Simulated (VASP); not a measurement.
Write the native input for VASP 6.6.1 that does the following.

```yaml
Task: single point
Functional: PBE
Potentials_or_basis: VASP PAW PBE potentials, release 64 (Ga_d, N)
Cutoff: 520 eV
k_mesh: 10 × 10 × 10
Occupations: gaussian, width 0.023 eV
Spin: no spin polarisation
Dipole_correction: no
Further_INCAR_settings: ALGO = Normal; EDIFF = 1e-06; NBANDS = 16
```

The structure of GaN lies in POSCAR:

```
GaN
1.0
    0.0000000000      2.2535006075      2.2535006075
    2.2535006075      0.0000000000      2.2535006075
    2.2535006075      2.2535006075      0.0000000000
Ga N
1 1
Direct
    0.0000000000      0.0000000000      0.0000000000
    0.2500000000      0.2500000000      0.2500000000
```

The input as run:

INCAR

```
SYSTEM = GaN
PREC     = Accurate       ! precision mode
ENCUT    = 520            ! plane-wave cutoff, eV
EDIFF    = 1E-6           ! SCF threshold, eV
ISMEAR   = 0              ! smearing method
SIGMA    = 0.023          ! smearing width, eV
LREAL    = .FALSE.        ! projectors in reciprocal space
LASPH    = .TRUE.         ! aspherical terms in the spheres
NELM     = 100            ! most SCF steps
ALGO     = Normal         ! electronic algorithm
ISIF     = 2              ! what is computed and relaxed
LWAVE    = .FALSE.        ! write WAVECAR
LCHARG   = .TRUE.         ! write CHGCAR
GGA      = PE             ! functional
LELF     = .TRUE.         ! ELF
LVHAR    = .TRUE.       
NBANDS   = 16             ! bands
```

KPOINTS

```
Automatic mesh
0
G
  10 10 10
  0 0 0
```

Potentials or basis: VASP PAW PBE potentials, release 64 (Ga_d, N).

Command:

```bash
$ cat potpaw_PBE.64/Ga_d/POTCAR potpaw_PBE.64/N/POTCAR > POTCAR
$ mpirun -np 1 vasp_std > vasp.out
```

It gave:

```json
{
 "Pressure": "5.1 GPa",
 "Band gap on the k mesh": "1.72 eV, direct"
}
```

Run time: 8.3 s on 1 thread of Intel(R) Xeon(R) Platinum 8488C (Sapphire Rapids) (shared host), peak memory 0.14 GiB.
